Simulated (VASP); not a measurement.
Here is a VASP 6.6.1 calculation.

The input INCAR:

```
SYSTEM = MgSi2N2
  ALGO = Normal
  EDIFF = 1E-6
  ENCUT = 520
  GGA = PE
  ISIF = 2
  ISMEAR = 0
  ISPIN = 2
  LASPH = .True.
  LCHARG = .False.
  LORBIT = 11
  LREAL = .False.
  LWAVE = .False.
  MAGMOM = 0 0 0 1 1
  NBANDS = 22
  NELM = 150
  PREC = Accurate
  SIGMA = 0.1
```

The input KPOINTS:

```
k-points
0
Gamma
  6 6 4
  0 0 0
```

Contents of POSCAR:

```
MgSi2N2
1.0
    3.4002711230      0.0000000000      0.0000000000
   -1.7001355615      2.9447211723      0.0000000000
    0.0000000000      0.0000000000      6.9613389887
Mg Si N
1 2 2
Direct
    0.0000000000      0.0000000000      0.0000000000
    0.3333333333      0.6666666667      0.3962185641
    0.6666666667      0.3333333333      0.6037814359
    0.3333333333      0.6666666667      0.1627481867
    0.6666666667      0.3333333333      0.8372518133
```

Potentials or basis: VASP PAW PBE potentials, release 64 (Mg, Si, N).

The run is started by

```bash
$ cat potpaw_PBE.64/Mg/POTCAR potpaw_PBE.64/Si/POTCAR potpaw_PBE.64/N/POTCAR > POTCAR
$ mpirun -np 1 vasp_std > vasp.out
```

(1) What does it give for the band gap on the k mesh?

(2) Estimate the net moment.

(3) Estimate the largest force.

(4) Predict the pressure.

## Answers

(1) zero (filled and empty bands overlap).

(2) 0.00 μB per cell.

(3) 0.077 eV/Å.

(4) -0.1 GPa.
